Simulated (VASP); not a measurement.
Write the native input for VASP 6.6.1 that does the following.

```yaml
Task: single point
Functional: PBEsol
Potentials_or_basis: VASP PAW PBE potentials, release 64 (Pd)
Cutoff: 520 eV
k_mesh: 20 × 20 × 20
Occupations: fermi-dirac, width 0.05 eV
Spin: collinear spin
Starting_moments: "[0.5] μB"
Dipole_correction: no
Further_INCAR_settings: ALGO = Normal; EDIFF = 1e-07; NBANDS = 15
```

The structure of Pd lies in POSCAR:

```
Pd
1.0
    2.5662104845      0.0000000000      0.0000000000
    0.0000000000      2.5662104845      0.0000000000
    0.0000000000      0.0000000000      2.5662104845
Pd
1
Direct
    0.0000000000      0.0000000000      0.0000000000
```

This isn't the form of Pd at room conditions, which is fcc.

These files were run (other wordings do the same):

INCAR

```
  PREC = Accurate
  ENCUT = 520
  EDIFF = 1E-7
  ISMEAR = -1
  SIGMA = 0.05
  LREAL = False
  LASPH = True
  NELM = 150
  ALGO = Normal
  ISIF = 2
  LWAVE = False
  LCHARG = False
  ISPIN = 2
  MAGMOM = 0.5
  LORBIT = 11
  LMAXMIX = 4
  GGA = PS
  NBANDS = 15
```

KPOINTS

```
Automatic mesh
0
Gamma
  20 20 20
```

Potentials or basis: VASP PAW PBE potentials, release 64 (Pd).

Launch:

```sh
$ cat potpaw_PBE.64/Pd/POTCAR > POTCAR
$ mpirun -np 1 vasp_std > vasp.out
```

It gave:

```json
{
  "Pressure": "-0.4 GPa",
  "Band gap on the k mesh": "zero (filled and empty bands overlap)",
  "Net moment": "0.00 μB per cell",
  "Valence electrons inside the program's atomic spheres": "Pd 9.42"
}
```

Caveat: the PAW data sets were made with another functional, which shifts forces and pressure a little.

It took 2 min on 1 thread of Intel Xeon 8259CL (shared host), peak memory 0.22 GiB.
